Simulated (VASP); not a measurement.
# ScAlH6 (P1) in VASP: single point with PBEsol

Aim: the single point of ScAlH6 with PBEsol.

Everything below comes from runs of VASP 6.6.1. Logs are shortened: lines on timing, memory, paths and dates and some standing lists are left out, and cuts for length are marked.

**1. The cell of the first run**

The typed cell holds 8 atoms: a = 3.066 Å, b = 4.714 Å, c = 4.714 Å, α = 59.96°, β = 90.00°, γ = 90.00°.

**2. Single point, PBEsol**

Contents of INCAR:

```
PREC = Accurate
ENCUT = 520
EDIFF = 1E-6
ISMEAR = -1
SIGMA = 0.05
LREAL = F
LASPH = T
NELM = 80
ALGO = Normal
ISIF = 2
LWAVE = F
LCHARG = T
GGA = PS
LELF = T
LVHAR = T
NBANDS = 20
```

Contents of KPOINTS:

```
regular mesh
0
Gamma
  6 6 6
```

Contents of POSCAR:

```
ScAlH6
1.0
    3.0659162079      0.0002844181     -0.0009206327
    0.0008649403      2.3552074608      4.0829883785
    0.0013380307     -2.3560680655      4.0834804049
Sc Al H
1 1 6
Direct
    0.5118930920      0.5889406125      0.5793854070
    0.0137993190      0.9219915149      0.9127432711
    0.0118935419      0.8622499037      0.3127507210
    0.0118985841      0.5818682561      0.8528211413
    0.0118907677      0.3224409662      0.5728358809
    0.5119515380      0.6290441351      0.1487746967
    0.5119667415     -0.0205569580      0.6196533630
    0.5119533218      0.1579826566     -0.0300845516
```

Potentials or basis: VASP PAW PBE potentials, release 64 (Sc_sv, Al, H).

Run with:

```sh
$ cat potpaw_PBE.64/Sc_sv/POTCAR potpaw_PBE.64/Al/POTCAR potpaw_PBE.64/H/POTCAR > POTCAR
$ mpirun -np 1 vasp_std > vasp.out
```

OUTCAR:

```text
PREC = Accurate
   ENCUT = 520
   EDIFF = 1E-6
   ISMEAR = -1
   LREAL = F
   LASPH = T
   NELM = 80
   ISIF = 2
   GGA = PS

 ion  position               nearest neighbor table
   1  0.512  0.589  0.579-   8 1.94   6 1.94   7 1.94   5 1.99   5 1.99   3 1.99   3 1.99   4 1.99
                             4 1.99   2 3.12   2 3.12   2 3.12   2 3.13   2 3.13   2 3.13
   2  0.014  0.922  0.913-   5 1.76   4 1.76   3 1.76   6 1.98   7 1.99   8 1.99   6 1.99   7 1.99
                             8 1.99   1 3.12   1 3.12   1 3.12   1 3.13   1 3.13   1 3.13
   3  0.012  0.862  0.313-   2 1.76   1 1.99   1 1.99
   4  0.012  0.582  0.853-   2 1.76   1 1.99   1 1.99
   5  0.012  0.322  0.573-   2 1.76   1 1.99   1 1.99
   6  0.512  0.629  0.149-   1 1.94   2 1.98   2 1.99
   7  0.512  0.979  0.620-   1 1.94   2 1.99   2 1.99
   8  0.512  0.158  0.970-   1 1.94   2 1.99   2 1.99

  LATTYP: Found a simple monoclinic cell.
 ALAT       =     4.7112755757
 B/A-ratio  =     0.6507614148
 C/A-ratio  =     1.7325427014
 COS(beta)  =    -0.8658845008

  Lattice vectors:

 A1 = (  -0.0004730904,   4.7112755263,  -0.0004920264)
 A2 = (  -3.0659162079,  -0.0002844181,   0.0009206327)
 A3 = (   0.0018111211,  -7.0673435918,   4.0839724313)

Analysis of symmetry for initial positions (statically):
=====================================================================
 Subroutine PRICEL returns:
 Original cell was already a primitive cell.

 Routine SETGRP: Setting up the symmetry group for a
 simple monoclinic supercell.

 Subroutine GETGRP returns: Found  1 space group operations
 (whereof  1 operations were pure point group operations)
 out of a pool of  4 trial point group operations.

The static configuration has the point symmetry C_1 .

Analysis of symmetry for dynamics (positions and initial velocities):
=====================================================================
 Subroutine PRICEL returns:
 Original cell was already a primitive cell.

 Routine SETGRP: Setting up the symmetry group for a
 simple monoclinic supercell.

 Subroutine GETGRP returns: Found  1 space group operations
 (whereof  1 operations were pure point group operations)
 out of a pool of  4 trial point group operations.

The dynamic configuration has the point symmetry C_1 .

 Subroutine INISYM returns: Found  1 space group operations
 (whereof  1 operations are pure point group operations),
 and found     1 'primitive' translations
[... 105 lines left out ...]
   ENCUT  =  520.0 eV  38.22 Ry    6.18 a.u.   5.70  8.76  8.77*2*pi/ulx,y,z
   NELM   =     80;   NELMIN=  2; NELMDL= -5     # of ELM steps
   EDIFF  = 0.1E-05   stopping-criterion for ELM
   LREAL  =      F    real-space projection
   EDIFFG = 0.1E-04   stopping-criterion for IOM
   NSW    =      0    number of steps for IOM
   IBRION =     -1    ionic relax: 0-MD 1-quasi-New 2-CG
   NFREE  =      0    steps in history (QN), initial steepest desc. (CG)
   ISIF   =      2    stress and relaxation
   ISYM   =      2    0-nonsym 1-usesym 2-fastsym
   POTIM  = 0.5000    time-step for ionic-motion
   TEBEG  =    0.0;   TEEND  =   0.0 temperature during run
   PSTRESS=    0.0 pullay stress
   NELECT =      20.0000    total number of electrons
   NUPDOWN=      -1.0000    fix difference up-down
   EMIN   =  10.00;   EMAX   =-10.00  energy-range for DOS
   EFERMI =   0.00;   METHOD = LEGACY
   ISMEAR =    -1;   SIGMA  =   0.05  broadening in eV -4-tet -1-fermi 0-gaus
   EFERMI_NEDOS =   21; number of points for ismear=-14 and -15
   IALGO  =     38    algorithm
   IMIX   =      4    mixing-type and parameters
     AMIX     =   0.40;   BMIX     =  1.00
     AMIX_MAG =   1.60;   BMIX_MAG =  1.00
  volume/ion in A,a.u.               =       7.37        49.75
  Fermi-wavevector in a.u.,A,eV,Ry     =   1.141608  2.157327 17.732058  1.303270
  Thomas-Fermi vector in A             =   2.278308
   LORBIT       =      0    0 simple, 1 ext, 2 COOP (PROOUT), +10 PAW based schemes
   GGA     = PS    functional components
   LHFCALC =     F    Hartree Fock is set to
   AEXX    =    0.0000 exact exchange contribution
   IVDW    =     0    specifies the selected vdW correction
   LEPSILON=     F    determine dielectric tensor
   LRPA    =     F    only Hartree local field effects (RPA)
 non-spin polarized calculation
  energy-cutoff  :      520.00
  volume of cell :       58.98
 maximum number of plane-waves:      1613
 NGX is ok and might be reduce to    24
   NGX = 11   NGY = 17   NGZ = 17

 number of electron      19.9999998 magnetization

 Free energy of the ion-electron system (eV)
  ---------------------------------------------------
  ext. energy  EPLUGINS =         0.00000000
  ---------------------------------------------------
  free energy    TOTEN  =       -32.09271713 eV

  energy without entropy =      -32.09271713  energy(sigma->0) =      -32.09271713

 E-fermi :   3.7962     XC(G=0): -10.0637

 val. band max:        2.6835984827   @ k =  -0.0000   0.0000   0.5000
 cond. band min:       4.9549093553   @ k =   0.3333   0.0000   0.5000
 fundamental gap:      2.2713108726
 Fermi energy:         3.7961692327

 k-point     1 :       0.0000    0.0000    0.0000
  band No.  band energies     occupation
      1     -45.0224      2.00000
      2     -23.8346      2.00000
      3     -23.8341      2.00000
      4     -23.5922      2.00000
      5      -7.2470      2.00000
      6      -1.4011      2.00000
[... 541 lines left out ...]
     19      11.7345      0.00000
     20      12.8012      0.00000

 [... further k-points ...]
[... 5 lines left out ...]
  --------------------------------------------------------------------------------------
  -------------------------------------------------------------------------------------
  Total        0.0080981      0.0026049     -0.0072784      0.0001481      0.0011424      0.0005017
  in kB        0.2199850      0.0707628     -0.1977161      0.0040231      0.0310322      0.0136290
  external PRESSURE =       0.0310105 kB  Pullay stress =       0.0000000 kB

 VOLUME and BASIS-vectors are now :
 -----------------------------------------------------------------------------
  energy-cutoff  :      520.00
  volume of cell :       58.98
      direct lattice vectors                 reciprocal lattice vectors
     3.065916208  0.000284418 -0.000920633     0.326166745  0.000032743 -0.000087983
     0.000864940  2.355207461  4.082988378     0.000017085  0.212269536  0.122474312
     0.001338031 -2.356068066  4.083480405     0.000056453 -0.212243952  0.122429565

 POSITION                                       TOTAL-FORCE (eV/Angst)
 -----------------------------------------------------------------------------------
      1.57071      0.02215      4.77008         0.000056     -0.000483     -0.000150
      0.04433      0.02100      7.49164         0.000716      0.000632      0.003333
      0.03763      1.29392      4.79766        -0.000045      0.013399      0.001092
      0.03812     -0.63888      5.85823        -0.000134     -0.007701      0.012134
      0.03750     -0.59022      3.65568        -0.000145     -0.005385     -0.014619
      1.57034      1.13115      3.17543        -0.000118      0.004218     -0.005866
      1.57132      0.84699      6.52893        -0.000191      0.001730      0.005557
      1.57104     -1.91296      4.60520        -0.000139     -0.006410     -0.001482
 -----------------------------------------------------------------------------------
    total drift:                                0.000048     -0.000197     -0.000105

  FREE ENERGIE OF THE ION-ELECTRON SYSTEM (eV)
  ---------------------------------------------------
  free  energy   TOTEN  =       -32.0927171310 eV

  energy  without entropy=      -32.0927171310  energy(sigma->0) =      -32.09271713
```

OSZICAR:

```text
N       E                     dE             d eps       ncg     rms          rms(c)
DAV:   1     0.150218551438E+03    0.15022E+03   -0.92080E+03  4488   0.932E+02
DAV:   2    -0.268598276254E+02   -0.17708E+03   -0.17136E+03  4496   0.298E+02
DAV:   3    -0.346471947812E+02   -0.77874E+01   -0.76876E+01  6320   0.688E+01
DAV:   4    -0.348101762340E+02   -0.16298E+00   -0.16278E+00  6448   0.993E+00
DAV:   5    -0.348148394444E+02   -0.46632E-02   -0.46631E-02  5788   0.159E+00    0.140E+01
DAV:   6    -0.324730956496E+02    0.23417E+01   -0.36238E+00  6528   0.217E+01    0.559E+00
DAV:   7    -0.321304477328E+02    0.34265E+00   -0.78293E-01  7160   0.597E+00    0.180E+00
DAV:   8    -0.320948314630E+02    0.35616E-01   -0.11993E-01  7068   0.321E+00    0.667E-01
DAV:   9    -0.320950691131E+02   -0.23765E-03   -0.50545E-02  6720   0.225E+00    0.348E-01
DAV:  10    -0.320927499054E+02    0.23192E-02   -0.19576E-02  6252   0.152E+00    0.132E-01
DAV:  11    -0.320927651943E+02   -0.15289E-04   -0.22838E-03  7072   0.523E-01    0.693E-02
DAV:  12    -0.320927141006E+02    0.51094E-04   -0.35941E-04  7104   0.188E-01    0.127E-02
DAV:  13    -0.320927172824E+02   -0.31818E-05   -0.10600E-05  5088   0.206E-02    0.599E-03
DAV:  14    -0.320927171310E+02    0.15145E-06   -0.25325E-06  4768   0.131E-02
   1 F= -.32092717E+02 E0= -.32092717E+02  d E =-.255727E-10
```

stdout:

```text
POSCAR found type information on POSCAR ScAlH
 POSCAR found :  3 types and       8 ions
 scaLAPACK will be used
 -----------------------------------------------------------------------------
|                                                                             |
|                                                                             |
|     You enforced a specific xc type in the INCAR file but a different       |
|     I HOPE YOU KNOW WHAT YOU ARE DOING!                                     |
|                                                                             |
 -----------------------------------------------------------------------------

 LDA part: xc-table for (Slater+PW92), standard interpolation
 POSCAR, INCAR and KPOINTS ok, starting setup
 FFT: planning ... GRIDC
 FFT: planning ... GRID_SOFT
 FFT: planning ... GRID
 WAVECAR not read
 entering main loop
```

It took 92 s on 1 thread of Intel Xeon Platinum 8488C (Sapphire Rapids), shared host; peak memory 0.27 GiB.

Results:

```yaml
Free_energy: -32.0927 eV
Pressure: 0.0 GPa
Largest_force: 0.016 eV/Å
Band_gap_on_the_k_mesh: 2.27 eV, indirect (least direct gap 2.92 eV)
```

Forces on the atoms (eV/Å):
```
Sc   0.000  0.000  0.000
Al   0.001  0.001  0.003
H    0.000  0.013  0.001
H    0.000 -0.008  0.012
H    0.000 -0.005 -0.015
H    0.000  0.004 -0.006
H    0.000  0.002  0.006
H    0.000 -0.006 -0.001
```

Levels at points of the mesh, in eV from the valence-band top:
```tsv
k point	band 6	band 7	band 8	band 9	band 10	band 11	band 12	band 13	band 14	band 15
(0.00, 0.00, 0.00)	-4.08	-4.08	-2.57	-1.34	-1.34	3.00	4.07	4.07	5.65	5.65
(0.50, 0.00, 0.00)	-6.13	-3.17	-3.17	-1.60	-1.60	2.98	2.98	4.44	5.07	5.38
(0.00, 0.50, 0.00)	-6.80	-4.39	-2.87	-0.17	-0.01	3.53	3.64	3.99	4.52	5.68
(0.50, 0.50, 0.00)	-5.46	-4.25	-3.60	-2.62	-1.24	2.29	3.03	3.43	5.06	5.78
(0.00, 0.00, 0.50)	-6.80	-4.39	-2.86	-0.18	0.00	3.53	3.64	4.00	4.52	5.68
(0.50, 0.00, 0.50)	-5.46	-4.25	-3.60	-2.62	-1.23	2.29	3.02	3.43	5.06	5.79
(0.00, 0.50, 0.50)	-6.80	-4.38	-2.86	-0.17	-0.01	3.53	3.64	4.00	4.52	5.69
(0.50, 0.50, 0.50)	-5.46	-4.25	-3.60	-2.62	-1.23	2.29	3.03	3.43	5.06	5.78
```

Caveat: the PAW data sets were made with another functional, which shifts forces and pressure a little. A k mesh can miss the band edges.
